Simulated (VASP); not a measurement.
# PbSe (Clausthalite) (Fm-3m) in VASP: a series of runs

Runs on PbSe (Clausthalite). Level: PBEsol. Tasks: single point, relaxation of volume and atoms at fixed shape.

Program: VASP 6.6.1. These are calculated values, not measurements. Logs are shortened: lines on timing, memory, paths and dates and some standing lists are left out, and cuts for length are marked.

**1. The cell of the first run**

Symmetry: Fm-3m, No. 225, cubic system. The conventional cell has a = 6.054 Å, b = 6.054 Å, c = 6.054 Å, α = 90.00°, β = 90.00°, γ = 90.00°. Pb (site symmetry m-3m) has 6 Se at 3.03 Å within 4.0 Å. Within 4.0 Å of Se (site symmetry m-3m) lie 6 Pb at 3.03 Å.

**2. Single point, PBEsol**

File INCAR:

```
SYSTEM = PbSe
  ALGO = Normal
  EDIFF = 1E-6
  ENCUT = 500
  GGA = PS
  GGA_COMPAT = .False.
  ISIF = 2
  ISMEAR = 0
  LASPH = .True.
  LCHARG = .False.
  LREAL = .False.
  LWAVE = .False.
  NBANDS = 17
  NELM = 120
  PREC = Accurate
  SIGMA = 0.01
```

File KPOINTS:

```
k-points
0
Gamma
  5 5 5
  0 0 0
```

File POSCAR:

```
PbSe
1.0
    0.0000000000      3.0270658912      3.0270658912
    3.0270658912      0.0000000000      3.0270658912
    3.0270658912      3.0270658912      0.0000000000
Pb Se
1 1
Direct
    0.0000000000      0.0000000000      0.0000000000
    0.5000000000      0.5000000000      0.5000000000
```

Potentials or basis: VASP PAW PBE potentials, release 64 (Pb_d, Se).

Started as:

```
$ cat potpaw_PBE.64/Pb_d/POTCAR potpaw_PBE.64/Se/POTCAR > POTCAR
$ mpirun -np 1 vasp_std > vasp.out
```

OUTCAR:

```text
SYSTEM = PbSe
   EDIFF = 1E-6
   ENCUT = 500
   GGA = PS
   ISIF = 2
   ISMEAR = 0
   LASPH = .True.
   LREAL = .False.
   NELM = 120
   PREC = Accurate

 ion  position               nearest neighbor table
   1  0.000  0.000  0.000-   2 3.03   2 3.03   2 3.03   2 3.03   2 3.03   2 3.03
   2  0.500  0.500  0.500-   1 3.03   1 3.03   1 3.03   1 3.03   1 3.03   1 3.03

  LATTYP: Found a face centered cubic cell.
 ALAT       =     6.0541317824

  Lattice vectors:

 A1 = (   0.0000000000,   3.0270658912,   3.0270658912)
 A2 = (   3.0270658912,   0.0000000000,   3.0270658912)
 A3 = (   3.0270658912,   3.0270658912,   0.0000000000)

Analysis of symmetry for initial positions (statically):
=====================================================================
 Subroutine PRICEL returns:
 Original cell was already a primitive cell.

 Routine SETGRP: Setting up the symmetry group for a
 face centered cubic supercell.

 Subroutine GETGRP returns: Found 48 space group operations
 (whereof 48 operations were pure point group operations)
 out of a pool of 48 trial point group operations.

The static configuration has the point symmetry O_h .

Analysis of symmetry for dynamics (positions and initial velocities):
=====================================================================
 Subroutine PRICEL returns:
 Original cell was already a primitive cell.

 Routine SETGRP: Setting up the symmetry group for a
 face centered cubic supercell.

 Subroutine GETGRP returns: Found 48 space group operations
 (whereof 48 operations were pure point group operations)
 out of a pool of 48 trial point group operations.

The dynamic configuration has the point symmetry O_h .

 Subroutine INISYM returns: Found 48 space group operations
 (whereof 48 operations are pure point group operations),
 and found     1 'primitive' translations

----------------------------------------------------------------------------------------

                                     Primitive cell

  volume of cell :      55.4748

  direct lattice vectors                    reciprocal lattice vectors
     0.000000000  3.027065891  3.027065891    -0.165176451  0.165176451  0.165176451
     3.027065891  0.000000000  3.027065891     0.165176451 -0.165176451  0.165176451
     3.027065891  3.027065891  0.000000000     0.165176451  0.165176451 -0.165176451

  length of vectors
     4.280917638  4.280917638  4.280917638     0.286094005  0.286094005  0.286094005

  position of ions in fractional coordinates (direct lattice)
     0.000000000  0.000000000  0.000000000
     0.500000000  0.500000000  0.500000000

  ion indices of the primitive-cell ions
   primitive index   ion index
                 1           1
                 2           2

----------------------------------------------------------------------------------------

 KPOINTS: k-points

Automatic generation of k-mesh.
 Grid dimensions read from file:
 generate k-points for:    5    5    5

 Generating k-lattice:

  Cartesian coordinates                     Fractional coordinates (reciprocal lattice)
    -0.033035290  0.033035290  0.033035290     0.200000000  0.000000000  0.000000000
     0.033035290 -0.033035290  0.033035290     0.000000000  0.200000000  0.000000000
     0.033035290  0.033035290 -0.033035290     0.000000000  0.000000000  0.200000000

  Length of vectors
     0.057218801  0.057218801  0.057218801

  Shift w.r.t. Gamma in fractional coordinates (k-lattice)
     0.000000000  0.000000000  0.000000000

 Subroutine IBZKPT returns following result:
 ===========================================

 Found     10 irreducible k-points:

 Following reciprocal coordinates:
            Coordinates               Weight
  0.000000  0.000000  0.000000      1.000000
  0.200000  0.000000  0.000000      8.000000
  0.400000  0.000000  0.000000      8.000000
  0.200000  0.200000  0.000000      6.000000
  0.400000  0.200000  0.000000     24.000000
 -0.400000  0.200000  0.000000     24.000000
 -0.200000  0.200000  0.000000     12.000000
  0.400000  0.400000  0.000000      6.000000
 -0.400000  0.400000  0.000000     12.000000
 -0.400000  0.400000  0.200000     24.000000
   k-points           NKPTS =     10   k-points in BZ     NKDIM =     10   number of bands    NBANDS=     17
   number of dos      NEDOS =    301   number of ions     NIONS =      2
   total plane-waves  NPLWV =  32768
   dimension x,y,z NGX =    32 NGY =   32 NGZ =   32
   dimension x,y,z NGXF=    64 NGYF=   64 NGZF=   64
   ions per type =               1   1
   NGX,Y,Z   is equivalent  to a cutoff of  12.43, 12.43, 12.43 a.u.
   NGXF,Y,Z  is equivalent  to a cutoff of  24.85, 24.85, 24.85 a.u.
 SYSTEM =  PbSe
   PREC   = accura    normal or accurate (medium, high low for compatibility)
   ISTART =      0    job   : 0-new  1-cont  2-samecut
   ICHARG =      2    charge: 1-file 2-atom 10-const
   ISPIN  =      1    spin polarized calculation?
   LNONCOLLINEAR =      F non collinear calculations
   LSORBIT =      F    spin-orbit coupling
   LASPH  =      T    aspherical Exc in radial PAW
   ENCUT  =  500.0 eV  36.75 Ry    6.06 a.u.   7.81  7.81  7.81*2*pi/ulx,y,z
   NELM   =    120;   NELMIN=  2; NELMDL= -5     # of ELM steps
   EDIFF  = 0.1E-05   stopping-criterion for ELM
   LREAL  =      F    real-space projection
   EDIFFG = 0.1E-04   stopping-criterion for IOM
   NSW    =      0    number of steps for IOM
   IBRION =     -1    ionic relax: 0-MD 1-quasi-New 2-CG
   NFREE  =      0    steps in history (QN), initial steepest desc. (CG)
   ISIF   =      2    stress and relaxation
   ISYM   =      2    0-nonsym 1-usesym 2-fastsym
   POTIM  = 0.5000    time-step for ionic-motion
   TEBEG  =    0.0;   TEEND  =   0.0 temperature during run
   PSTRESS=    0.0 pullay stress
   NELECT =      20.0000    total number of electrons
   NUPDOWN=      -1.0000    fix difference up-down
   EMIN   =  10.00;   EMAX   =-10.00  energy-range for DOS
   EFERMI =   0.00;   METHOD = LEGACY
   ISMEAR =     0;   SIGMA  =   0.01  broadening in eV -4-tet -1-fermi 0-gaus
   EFERMI_NEDOS =   21; number of points for ismear=-14 and -15
   IALGO  =     38    algorithm
   IMIX   =      4    mixing-type and parameters
     AMIX     =   0.40;   BMIX     =  1.00
     AMIX_MAG =   1.60;   BMIX_MAG =  1.00
  volume/ion in A,a.u.               =      27.74       187.18
  Fermi-wavevector in a.u.,A,eV,Ry     =   1.165162  2.201837 18.471301  1.357602
  Thomas-Fermi vector in A             =   2.301691
   LORBIT       =      0    0 simple, 1 ext, 2 COOP (PROOUT), +10 PAW based schemes
   GGA     = PS    functional components
   LHFCALC =     F    Hartree Fock is set to
   AEXX    =    0.0000 exact exchange contribution
   IVDW    =     0    specifies the selected vdW correction
   LEPSILON=     F    determine dielectric tensor
   LRPA    =     F    only Hartree local field effects (RPA)
 non-spin polarized calculation
 Gauss-broadening in eV      SIGMA  =   0.01
  energy-cutoff  :      500.00
  volume of cell :       55.47
 maximum number of plane-waves:      1422
   NGX = 15   NGY = 15   NGZ = 15

 number of electron      20.0000006 magnetization

 Free energy of the ion-electron system (eV)
  ---------------------------------------------------
  ext. energy  EPLUGINS =         0.00000000
  ---------------------------------------------------
  free energy    TOTEN  =        -8.92706817 eV

  energy without entropy =       -8.92706817  energy(sigma->0) =       -8.92706817

 E-fermi :   4.9890     XC(G=0):  -9.8760

 val. band max:        4.9146677032   @ k =  -0.2000   0.2000   0.0000
 cond. band min:       6.0340532592   @ k =   0.4000   0.0000   0.0000
 fundamental gap:      1.1193855560
 Fermi energy:         4.9890010469

 k-point     1 :       0.0000    0.0000    0.0000
  band No.  band energies     occupation
      1     -11.4878      2.00000
      2     -11.4878      2.00000
      3     -11.4871      2.00000
      4     -11.4871      2.00000
      5     -11.4871      2.00000
      6      -8.5760      2.00000
[... 9 lines left out ...]
     16      11.6992      0.00000
     17      13.2202      0.00000

 k-point     2 :       0.2000    0.0000    0.0000
  band No.  band energies     occupation
      1     -11.4977      2.00000
      2     -11.4977      2.00000
      3     -11.4858      2.00000
      4     -11.4739      2.00000
      5     -11.4739      2.00000
      6      -8.2621      2.00000
[... 9 lines left out ...]
     16      12.5310      0.00000
     17      15.6916      0.00000

 k-point     3 :       0.4000    0.0000    0.0000
  band No.  band energies     occupation
      1     -11.5140      2.00000
      2     -11.5140      2.00000
      3     -11.4847      2.00000
      4     -11.4524      2.00000
      5     -11.4524      2.00000
      6      -7.5768      2.00000
[... 9 lines left out ...]
     16      14.5644      0.00000
     17      16.5071      0.00000

 k-point     4 :       0.2000    0.2000    0.0000
  band No.  band energies     occupation
      1     -11.5239      2.00000
      2     -11.4946      2.00000
      3     -11.4801      2.00000
      4     -11.4697      2.00000
      5     -11.4697      2.00000
      6      -8.1441      2.00000
[... 9 lines left out ...]
     16      13.9705      0.00000
     17      14.4992      0.00000

 k-point     5 :       0.4000    0.2000    0.0000
  band No.  band energies     occupation
      1     -11.5563      2.00000
      2     -11.4911      2.00000
      3     -11.4897      2.00000
      4     -11.4583      2.00000
      5     -11.4487      2.00000
      6      -7.5485      2.00000
[... 9 lines left out ...]
     16      15.6433      0.00000
     17      16.4958      0.00000

 k-point     6 :      -0.4000    0.2000    0.0000
  band No.  band energies     occupation
      1     -11.5498      2.00000
      2     -11.5039      2.00000
      3     -11.4766      2.00000
      4     -11.4603      2.00000
      5     -11.4494      2.00000
      6      -7.2439      2.00000
[... 9 lines left out ...]
     16      14.5171      0.00000
     17      16.9837      0.00000

 k-point     7 :      -0.2000    0.2000    0.0000
  band No.  band energies     occupation
      1     -11.5152      2.00000
      2     -11.5059      2.00000
      3     -11.4816      2.00000
      4     -11.4679      2.00000
      5     -11.4609      2.00000
      6      -7.7948      2.00000
[... 9 lines left out ...]
     16      14.8446      0.00000
     17      15.4772      0.00000

 k-point     8 :       0.4000    0.4000    0.0000
  band No.  band energies     occupation
      1     -11.6246      2.00000
      2     -11.5066      2.00000
      3     -11.4676      2.00000
      4     -11.4400      2.00000
      5     -11.4400      2.00000
      6      -7.1919      2.00000
[... 9 lines left out ...]
     16      16.4530      0.00000
     17      17.5830      0.00000

 k-point     9 :      -0.4000    0.4000    0.0000
  band No.  band energies     occupation
      1     -11.6182      2.00000
      2     -11.4962      2.00000
      3     -11.4777      2.00000
      4     -11.4447      2.00000
      5     -11.4393      2.00000
      6      -6.9870      2.00000
[... 9 lines left out ...]
     16      16.1504      0.00000
     17      18.0646      0.00000

 k-point    10 :      -0.4000    0.4000    0.2000
  band No.  band energies     occupation
      1     -11.5890      2.00000
      2     -11.4904      2.00000
      3     -11.4833      2.00000
      4     -11.4600      2.00000
      5     -11.4404      2.00000
      6      -7.0934      2.00000
[... 9 lines left out ...]
     16      16.6907      0.00000
     17      16.7046      0.00000

------------------------ aborting loop because EDIFF is reached ----------------------------------------

  FORCE on cell =-STRESS in cart. coord.  units (eV):
  Direction    XX          YY          ZZ          XY          YZ          ZX
  --------------------------------------------------------------------------------------
  -------------------------------------------------------------------------------------
  Total        0.3871634      0.3871634      0.3871634      0.0000000      0.0000000     -0.0000000
  in kB       11.1817354     11.1817354     11.1817354      0.0000000      0.0000000     -0.0000000
  external PRESSURE =      11.1817354 kB  Pullay stress =       0.0000000 kB

 VOLUME and BASIS-vectors are now :
 -----------------------------------------------------------------------------
  energy-cutoff  :      500.00
  volume of cell :       55.47
      direct lattice vectors                 reciprocal lattice vectors
     0.000000000  3.027065891  3.027065891    -0.165176451  0.165176451  0.165176451
     3.027065891  0.000000000  3.027065891     0.165176451 -0.165176451  0.165176451
     3.027065891  3.027065891  0.000000000     0.165176451  0.165176451 -0.165176451

 POSITION                                       TOTAL-FORCE (eV/Angst)
 -----------------------------------------------------------------------------------
      0.00000      0.00000      0.00000         0.000000     -0.000000      0.000000
      3.02707      3.02707      3.02707         0.000000      0.000000     -0.000000
 -----------------------------------------------------------------------------------
    total drift:                                0.000000     -0.000000     -0.000000

  FREE ENERGIE OF THE ION-ELECTRON SYSTEM (eV)
  ---------------------------------------------------
  free  energy   TOTEN  =        -8.9270681673 eV

  energy  without entropy=       -8.9270681673  energy(sigma->0) =       -8.92706817
```

Wall time 7.7 s (1 thread of Intel Xeon Platinum 8375C at 2.90GHz (Ice Lake), shared host); peak memory 0.17 GiB.

What came out:

```
Free energy : -8.9271 eV
Pressure    : 1.1 GPa
```

Levels at points of the mesh, in eV from the Fermi level:
```csv
k point,band 8,band 9,band 10,band 11,band 12,band 13
"(0.00, 0.00, 0.00)",-1.69,-1.69,-1.69,5.08,5.08,5.08
```

Caveat: this odd mesh misses L, where the gap lies, so gap, dielectric constants and Born charges aren't listed; the PAW data sets were made with another functional, which shifts forces and pressure a little; spin-orbit coupling is left out, which moves the levels of the heavy elements.

**3. Single point, PBEsol**

This run uses another cell than the first one, of 28.30 Å³/atom, 1.020 times its volume.

File INCAR:

```
SYSTEM = PbSe
PREC = Accurate
ENCUT = 500
EDIFF = 1E-6
ISMEAR = 0
SIGMA = 0.01
LREAL = .FALSE.
LASPH = .TRUE.
NELM = 120
ALGO = Normal
ISIF = 2
LWAVE = .FALSE.
LCHARG = .FALSE.
GGA = PS
NBANDS = 17
GGA_COMPAT = .FALSE.
```

File KPOINTS:

```
regular mesh
0
G
  5 5 5
  0 0 0
```

File POSCAR:

```
PbSe
1.0
    0.0000000000      3.0475196596      3.0475196596
    3.0475196596      0.0000000000      3.0475196596
    3.0475196596      3.0475196596      0.0000000000
Pb Se
1 1
Direct
    0.0000000000      0.0000000000      0.0000000000
    0.5000000000      0.5000000000      0.5000000000
```

Potentials or basis: VASP PAW PBE potentials, release 64 (Pb_d, Se).

Started as:

```
$ cat potpaw_PBE.64/Pb_d/POTCAR potpaw_PBE.64/Se/POTCAR > POTCAR
$ mpirun -np 1 vasp_std > vasp.out
```

Run time: 8.1 s. Hardware: 1 thread of Intel Xeon Platinum 8375C at 2.90GHz (Ice Lake), shared host; peak memory 0.17 GiB.

It converged, with:

```
Free energy : -8.9313 eV
Pressure    : 0.0 GPa
```

Levels at points of the mesh, in eV from the Fermi level:
| k point | band 7 | band 8 | band 9 | band 10 | band 11 | band 12 | band 13 | band 14 |
| --- | --- | --- | --- | --- | --- | --- | --- | --- |
| (0.00, 0.00, 0.00) | -5.96 | -1.58 | -1.58 | -1.58 | 5.06 | 5.06 | 5.06 | 6.77 |

Caveat: this odd mesh misses L, where the gap lies, so gap, dielectric constants and Born charges aren't listed; the PAW data sets were made with another functional, which shifts forces and pressure a little; spin-orbit coupling is left out, which moves the levels of the heavy elements.

**4. Single point, PBEsol**

This run uses another cell than the first one, of 28.30 Å³/atom, 1.020 times its volume.

File INCAR:

```
PREC     = Accurate       # precision mode
ENCUT    = 500            # plane-wave cutoff, eV
EDIFF    = 1E-6           # SCF threshold, eV
ISMEAR   = 0              # smearing method
SIGMA    = 0.01           # smearing width, eV
LREAL    = False          # projectors in reciprocal space
LASPH    = True           # aspherical terms in the spheres
NELM     = 120            # most SCF steps
ALGO     = Normal         # electronic algorithm
ISIF     = 2              # what is computed and relaxed
LWAVE    = False          # write WAVECAR
LCHARG   = False          # write CHGCAR
GGA      = PS             # functional
NBANDS   = 17             # bands
GGA_COMPAT= False
```

File KPOINTS:

```
regular mesh
0
Gamma
  5 5 5
```

POSCAR is that of step 3.

Started as:

```
$ cat potpaw_PBE.64/Pb_d/POTCAR potpaw_PBE.64/Se/POTCAR > POTCAR
$ mpirun -np 1 vasp_std > vasp.out
```

Run time: 7.6 s. Hardware: 1 thread of Intel Xeon Platinum 8375C at 2.90GHz (Ice Lake), shared host; peak memory 0.17 GiB.

Results (log left out):

```
Free energy : -8.9313 eV
Pressure    : 0.0 GPa
```

Levels at points of the mesh, in eV from the Fermi level:
```tsv
k point	band 6	band 7	band 8	band 9	band 10	band 11	band 12	band 13	band 14	band 15
(0.00, 0.00, 0.00)	-13.37	-5.96	-1.58	-1.58	-1.58	5.06	5.06	5.06	6.77	6.77
```

Caveat: this odd mesh misses L, where the gap lies, so gap, dielectric constants and Born charges aren't listed; the PAW data sets were made with another functional, which shifts forces and pressure a little; spin-orbit coupling is left out, which moves the levels of the heavy elements.

**5. Single point, PBEsol**

This run uses another cell than the first one, of 28.87 Å³/atom, 1.041 times its volume.

File INCAR:

```
PREC = Accurate
ENCUT = 500
EDIFF = 1E-6
ISMEAR = 0
SIGMA = 0.01
LREAL = F
LASPH = T
NELM = 120
ALGO = Normal
ISIF = 2
LWAVE = F
LCHARG = F
GGA = PS
NBANDS = 17
GGA_COMPAT = F
```

File KPOINTS:

```
Automatic mesh
0
Gamma
  5 5 5
```

File POSCAR:

```
PbSe
1.0
    0.0000000000      3.0677024972      3.0677024972
    3.0677024972      0.0000000000      3.0677024972
    3.0677024972      3.0677024972      0.0000000000
Pb Se
1 1
Direct
    0.0000000000      0.0000000000      0.0000000000
    0.5000000000      0.5000000000      0.5000000000
```

Started as:

```
$ cat potpaw_PBE.64/Pb_d/POTCAR potpaw_PBE.64/Se/POTCAR > POTCAR
$ mpirun -np 1 vasp_std > vasp.out
```

Run time: 8.5 s. Hardware: 1 thread of Intel Xeon Platinum 8375C at 2.90GHz (Ice Lake), shared host; peak memory 0.17 GiB.

It converged, with:

- Free energy: -8.9280 eV
- Pressure: -1.0 GPa

Levels at points of the mesh, in eV from the Fermi level:
| k point | band 6 | band 7 | band 8 | band 9 | band 10 | band 11 | band 12 | band 13 | band 14 | band 15 |
| --- | --- | --- | --- | --- | --- | --- | --- | --- | --- | --- |
| (0.00, 0.00, 0.00) | -13.22 | -6.01 | -1.51 | -1.51 | -1.51 | 4.99 | 4.99 | 4.99 | 6.80 | 6.80 |

Caveat: this odd mesh misses L, where the gap lies, so gap, dielectric constants and Born charges aren't listed; the PAW data sets were made with another functional, which shifts forces and pressure a little; spin-orbit coupling is left out, which moves the levels of the heavy elements.

[end of part 1 of 2]
